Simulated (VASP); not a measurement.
# AlN (P6_3mc) in VASP: notebook, part 2 of 4

VASP 6.6.1. Earlier steps stand in the parts before.

## Step 3: Vibrations by perturbation theory, PBEsol

This run uses another cell than the first one, of 9.99 Å³/atom, 1.021 times its volume.

INCAR

```
PREC = Accurate ; ENCUT = 520
EDIFF = 1E-8 ; ISMEAR = 0
SIGMA = 0.01 ; LREAL = False
LASPH = True ; NELM = 60
ALGO = Normal ; ISIF = 2
LWAVE = False ; LCHARG = True
GGA = PS ; NBANDS = 16
IBRION = 8 ; NSW = 1
```

KPOINTS

```
regular mesh
0
Gamma
  8 8 6
```

POSCAR

```
AlN
1.0
    3.0703823244      0.0000000000      0.0000000000
   -1.5351911622      2.6590290923      0.0000000000
    0.0000000000      0.0000000000      4.8962218342
Al N
2 2
Direct
    0.3333333333      0.6666666667     -0.0015250836
    0.6666666667      0.3333333333      0.4984749164
    0.3333333333      0.6666666667      0.3815250836
    0.6666666667      0.3333333333      0.8815250836
```

Potentials or basis: VASP PAW PBE potentials, release 64 (Al, N).

Command:

```bash
cat potpaw_PBE.64/Al/POTCAR potpaw_PBE.64/N/POTCAR > POTCAR
mpirun -np 1 vasp_std > vasp.out
```

OUTCAR:

```text
PREC = Accurate
   ENCUT = 520
   EDIFF = 1E-8
   ISMEAR = 0
   LREAL = False
   LASPH = True
   NELM = 60
   ISIF = 2
   GGA = PS
   IBRION = 8
   NSW = 1

 ion  position               nearest neighbor table
   1  0.333  0.667  0.998-   4 1.86   4 1.86   4 1.86   3 1.88   2 3.02   2 3.02   2 3.02   2 3.02
                             2 3.02   2 3.02
   2  0.667  0.333  0.498-   3 1.86   3 1.86   3 1.86   4 1.88   1 3.02   1 3.02   1 3.02   1 3.02
                             1 3.02   1 3.02
   3  0.333  0.667  0.382-   2 1.86   2 1.86   2 1.86   1 1.88
   4  0.667  0.333  0.882-   1 1.86   1 1.86   1 1.86   2 1.88

  LATTYP: Found a hexagonal cell.
 ALAT       =     3.0703823244
 C/A-ratio  =     1.5946619401

  Lattice vectors:

 A1 = (   3.0703823244,   0.0000000000,   0.0000000000)
 A2 = (  -1.5351911622,   2.6590290923,   0.0000000000)
 A3 = (   0.0000000000,   0.0000000000,   4.8962218342)

Analysis of symmetry for initial positions (statically):
=====================================================================
 Subroutine PRICEL returns:
 Original cell was already a primitive cell.

 Routine SETGRP: Setting up the symmetry group for a
 hexagonal supercell.

 Subroutine GETGRP returns: Found 12 space group operations
 (whereof  6 operations were pure point group operations)
 out of a pool of 24 trial point group operations.

The static configuration has the point symmetry C_3v.
 The point group associated with its full space group is C_6v.

Analysis of symmetry for dynamics (positions and initial velocities):
=====================================================================
 Subroutine PRICEL returns:
 Original cell was already a primitive cell.

 Routine SETGRP: Setting up the symmetry group for a
 hexagonal supercell.

 Subroutine GETGRP returns: Found 12 space group operations
 (whereof  6 operations were pure point group operations)
 out of a pool of 24 trial point group operations.

The dynamic configuration has the point symmetry C_3v.
 The point group associated with its full space group is C_6v.

 Subroutine INISYM returns: Found 12 space group operations
 (whereof  6 operations are pure point group operations),
 and found     1 'primitive' translations

----------------------------------------------------------------------------------------

                                     Primitive cell

[... 618 lines left out ...]
  external PRESSURE =     100.5254574 kB  Pullay stress =       0.0000000 kB

 VOLUME and BASIS-vectors are now :
 -----------------------------------------------------------------------------
  energy-cutoff  :      520.00
  volume of cell :       39.97
      direct lattice vectors                 reciprocal lattice vectors
     3.070382324  0.000000000  0.000000000     0.325692339  0.188038559  0.000000000
    -1.535191162  2.659029092  0.000000000     0.000000000  0.376077119  0.000000000
     0.000000000  0.000000000  4.896221834     0.000000000  0.000000000  0.204239112

 POSITION                                       TOTAL-FORCE (eV/Angst)
 -----------------------------------------------------------------------------------
     -0.00000      1.77269      4.88875        -0.000000      0.000000     -0.000338
      1.53519      0.88634      2.44064         0.000000     -0.000000     -0.000338
     -0.00000      1.77269      1.86803        -0.000000      0.000000      0.000338
      1.53519      0.88634      4.31614         0.000000      0.000000      0.000338
 -----------------------------------------------------------------------------------
    total drift:                                0.000000      0.000000      0.000184

  FREE ENERGIE OF THE ION-ELECTRON SYSTEM (eV)
  ---------------------------------------------------
  free  energy   TOTEN  =       -31.2548469538 eV

  energy  without entropy=      -31.2548469538  energy(sigma->0) =      -31.25484695

[... ionic steps 2 to 9 ...]

--------------------------------------- Ionic step       10  -------------------------------------------

------------------------ aborting loop because EDIFF is reached ----------------------------------------

[... ionic steps 11 to 11 ...]

--------------------------------------- Ionic step       12  -------------------------------------------

 Free energy of the ion-electron system (eV)
  ---------------------------------------------------
  ---------------------------------------------------
  free energy    TOTEN  =        -0.25451769 eV

  energy without entropy =       -0.25451769

------------------------ aborting loop because EDIFF is reached ----------------------------------------

 INTERNAL STRAIN TENSOR  FOR ION    3  DIRECTION 3   (eV/Angst):
 -----------------------------------------------------------------------------
     7.00216  0.00000  0.00000
    -0.00000  7.00216  0.00000
    -0.00000  0.00000-15.65664

 INTERNAL STRAIN TENSOR FOR ION    4 for displacements in x,y,z  (eV/Angst):
          X           Y           Z          XY          YZ          ZX
  --------------------------------------------------------------------------------
  x     0.00000     0.00000     0.00000    13.03055    -0.00000     6.66486
  y    13.03055   -13.03055    -0.00000     0.00000     6.65802     0.00000
  z     7.00216     7.00216   -15.65664     0.00000     0.00000     0.00000

 SECOND DERIVATIVES (NOT SYMMETRIZED)
 ------------------------------------
               1X          1Y          1Z          2X          2Y          2Z          3X          3Y          3Z          4X          4Y          4Z
  1X   -17.917179    0.000000    0.000000    0.733518   -0.000000    0.000000    1.342108    0.000000    0.000000   15.841553    0.000000    0.000000
  1Y     0.000000  -17.917179    0.000000    0.000000    0.733518    0.000000    0.000000    1.342108    0.000000    0.000000   15.841553    0.000000
  1Z     0.000000    0.000000  -23.000559    0.000000    0.000000    8.802665    0.000000    0.000000    7.915234    0.000000    0.000000    6.282659
  2X     0.733518   -0.000000    0.000000  -17.917179    0.000000   -0.000000   15.841553    0.000000    0.000000    1.342108    0.000000    0.000000
  2Y     0.000000    0.733518   -0.000000    0.000000  -17.917179   -0.000000    0.000000   15.841553   -0.000000    0.000000    1.342108    0.000000
  2Z     0.000000   -0.000000    8.802665    0.000000    0.000000  -23.000559    0.000000    0.000000    6.282659   -0.000000    0.000000    7.915234
  3X     1.337945    0.000000    0.000000   15.837555    0.000000   -0.000000  -17.982127   -0.000000    0.000000    0.806627    0.000000    0.000000
  3Y     0.000000    1.337945    0.000000    0.000000   15.837555    0.000000    0.000000  -17.982127    0.000000    0.000000    0.806627    0.000000
  3Z     0.000000   -0.000000    7.880469    0.000000    0.000000    6.309156    0.000000    0.000000  -21.664884    0.000000   -0.000000    7.475259
  4X    15.837555   -0.000000    0.000000    1.337945    0.000000   -0.000000    0.806627   -0.000000    0.000000  -17.982127   -0.000000   -0.000000
  4Y     0.000000   15.837555    0.000000    0.000000    1.337945   -0.000000   -0.000000    0.806627    0.000000   -0.000000  -17.982127   -0.000000
  4Z    -0.000000   -0.000000    6.309156   -0.000000    0.000000    7.880469    0.000000    0.000000    7.475259    0.000000   -0.000000  -21.664884

 Eigenvectors and eigenvalues of the dynamical matrix
 ----------------------------------------------------

   1 f  =   22.594070 THz   141.962730 2PiTHz  753.657061 cm-1    93.441524 meV
             X         Y         Z           dx          dy          dz
     -0.000000  1.772686  4.888755     0.000000    0.000000   -0.063782
      1.535191  0.886343  2.440644     0.000000    0.000000    0.063782
     -0.000000  1.772686  1.868031    -0.000000    0.000000    0.704224
      1.535191  0.886343  4.316142    -0.000000   -0.000000   -0.704224
[... 71 lines left out ...]
  12 f/i=    0.002680 THz     0.016839 2PiTHz    0.089395 cm-1     0.011084 meV
             X         Y         Z           dx          dy          dz
     -0.000000  1.772686  4.888755    -0.000000    0.000000    0.573686
      1.535191  0.886343  2.440644    -0.000000    0.000000    0.573686
     -0.000000  1.772686  1.868031    -0.000000    0.000000    0.413382
      1.535191  0.886343  4.316142    -0.000000    0.000000    0.413382

--------------------------------------------------------------------------------------------------------

 ELASTIC MODULI CONTR FROM IONIC RELAXATION (kBar)
 Direction    XX          YY          ZZ          XY          YZ          ZX
 --------------------------------------------------------------------------------
 XX       -1010.8968    455.8705    620.4046     -0.0000      0.0000      0.0000
 YY         455.8705  -1010.8968    620.4046      0.0000     -0.0000     -0.0000
 ZZ         620.4046    620.4046  -1386.9678     -0.0000      0.0000      0.0000
 XY          -0.0000      0.0000     -0.0000   -733.3836      0.0000     -0.0000
 YZ           0.0000     -0.0000      0.0000      0.0000   -192.1743      0.0000
 ZX           0.0000     -0.0000      0.0000     -0.0000      0.0000   -203.2553
 --------------------------------------------------------------------------------
```

stdout:

```text
POSCAR found type information on POSCAR AlN
 POSCAR found :  2 types and       4 ions
 scaLAPACK will be used
 -----------------------------------------------------------------------------
|                                                                             |
|                                                                             |
|     You enforced a specific xc type in the INCAR file but a different       |
|     I HOPE YOU KNOW WHAT YOU ARE DOING!                                     |
|                                                                             |
 -----------------------------------------------------------------------------

 LDA part: xc-table for (Slater+PW92), standard interpolation
 POSCAR, INCAR and KPOINTS ok, starting setup
 FFT: planning ... GRIDC
 FFT: planning ... GRID_SOFT
 FFT: planning ... GRID
 WAVECAR not read
 entering main loop
 Linear response reoptimize wavefunctions to high precision
 Linear response DOF=           4
 Linear response progress:
 first order change of Fermi-energy  -0.15384E-04
 force on displaced ion       1 direction 1 : -17.917  -0.000  -0.000
 Linear response progress:
 first order change of Fermi-energy   0.79090E+00
 force on displaced ion       1 direction 3 :  -0.000  -0.000 -23.001
 Linear response progress:
 first order change of Fermi-energy   0.59497E-05
 force on displaced ion       3 direction 1 : -17.982   0.000  -0.000
 Linear response progress:
 first order change of Fermi-energy  -0.79096E+00
 force on displaced ion       3 direction 3 :  -0.000   0.000 -21.665
 Linear response finished
```

Run time: 2.1 min. Hardware: 1 thread of Intel Xeon 6975P-C (Granite Rapids), shared host; peak memory 0.39 GiB.

What came out:

```
Highest phonon frequency at Γ, LO-TO splitting left out : 754 cm⁻¹
```

Phonon frequencies in cm⁻¹ (negative: imaginary):
```tsv
q point	frequencies
(0.000, 0.000, 0.000)	0 0 0 235 235 564 647 706 706 712 712 754
```

Caveat: the cell wasn't relaxed at this level first, which shifts response properties; the PAW data sets were made with another functional, which shifts forces and pressure a little.

(Part 2 of 4 ends here.)
